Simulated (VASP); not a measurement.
Set up this calculation in VASP 6.6.1, as the native input.

```yaml
Task: single point
Functional: LDA
Potentials_or_basis: VASP PAW LDA potentials, release 64 (Pt)
Cutoff: 520 eV
k_mesh: 18 × 18 × 6
Occupations: gaussian, width 0.15 eV
Spin: no spin polarisation
Dipole_correction: no
Further_INCAR_settings: ALGO = Fast; EDIFF = 1e-06; NBANDS = 28
```

The structure of Pt lies in POSCAR:

```
Pt
1.0
    2.7082945870      0.0000000000      0.0000000000
   -1.3541472935      2.3454519133      0.0000000000
    0.0000000000      0.0000000000      9.3530207388
Pt
4
Direct
    0.6530090339      0.3444186171      0.3750000000
    0.6530090339      0.3444186171      0.8750000000
    0.3469909661      0.6555813829      0.1250000000
    0.3469909661      0.6555813829      0.6250000000
```

This cell differs from its parent crystal: mode 1 frozen in at -0.052 Å and mode 2 at +0.026 Å (largest displacements).

These files were run (other wordings do the same):

INCAR

```
PREC = Accurate ; ENCUT = 520
EDIFF = 1E-6 ; ISMEAR = 0
SIGMA = 0.15 ; LREAL = False
LASPH = True ; NELM = 100
ALGO = Fast ; ISIF = 2
LWAVE = False ; LCHARG = False
GGA = CA ; NBANDS = 28
```

KPOINTS

```
Automatic mesh
0
Gamma
  18 18 6
```

Potentials or basis: VASP PAW LDA potentials, release 64 (Pt).

Launch:

```bash
$ cat potpaw_LDA.64/Pt/POTCAR > POTCAR
$ mpirun -np 1 vasp_std > vasp.out
```

Results of the run:

```
Pressure               : 1.1 GPa
Largest force          : 0.043 eV/Å
Band gap on the k mesh : zero (band 20 reaches 12.01 eV, above the bottom of band 21 at 10.57 eV)
```

Caveat: the cell differs from its parent crystal (mode 1 frozen in at -0.052 Å and mode 2 at +0.026 Å (largest displacements)); spin-orbit coupling is left out, which moves the levels of the heavy elements.

Run time: 8.7 min on 1 thread of Intel(R) Xeon(R) 6975P-C (Granite Rapids) (shared host), peak memory 0.78 GiB.
